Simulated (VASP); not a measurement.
# Na4MgSn: single point with r2SCAN

Na4MgSn:

```
CELL_PARAMETERS angstrom
0.00000 4.38730 4.38730
4.38730 0.00000 4.38730
4.38730 4.38730 0.00000
ATOMIC_POSITIONS crystal
Na 0.62441 0.62441 0.62441
Na 0.12678 0.62441 0.62441
Na 0.62441 0.62441 0.12678
Na 0.62441 0.12678 0.62441
Mg 0.00000 0.00000 0.00000
Sn 0.25000 0.25000 0.25000
```

| Item | Value |
| --- | --- |
| Program | VASP 6.6.1 |
| Task | single point |
| Functional | r2SCAN |
| Potentials or basis | VASP PAW PBE potentials, release 64 (Na_pv, Mg, Sn_d) |
| Cutoff | 520 eV |
| k mesh | 8 × 8 × 8 |
| Occupations | fermi-dirac, width 0.03 eV |
| Spin | no spin polarisation |
| Dipole correction | no |
| Further INCAR settings | ALGO = Normal; EDIFF = 1e-06; NBANDS = 31 |

| Quantity | Value |
| --- | --- |
| Pressure | 0.0 GPa |
| Largest force | 0.003 eV/Å |
| Band gap on the k mesh | zero (bands 22 and 23 overlap by 1.11 eV) |

Forces on the atoms (eV/Å):
```
Na  -0.002 -0.002 -0.002
Na  -0.002  0.002  0.002
Na   0.002  0.002 -0.002
Na   0.002 -0.002  0.002
Mg   0.000  0.000  0.000
Sn   0.000  0.000  0.000
```

Levels at points of the mesh, in eV from the Fermi level:
```tsv
k point	band 20	band 21	band 22	band 23	band 24	band 25
(0.00, 0.00, 0.00)	-0.67	-0.67	-0.67	0.95	0.95	0.95
(0.50, 0.00, 0.00)	-1.25	-1.05	-1.05	0.83	1.01	1.01
(0.50, 0.50, 0.00)	-1.76	-1.76	-1.29	-0.77	3.09	3.21
```

Wall time 9.6 min on 1 thread of Intel(R) Xeon(R) Platinum 8375C CPU @ 2.90GHz (Ice Lake) (shared host), peak memory 0.45 GiB.

Caveat: the PAW data sets were made with another functional, which shifts forces and pressure a little; spin-orbit coupling is left out, which moves the levels of the heavy elements.
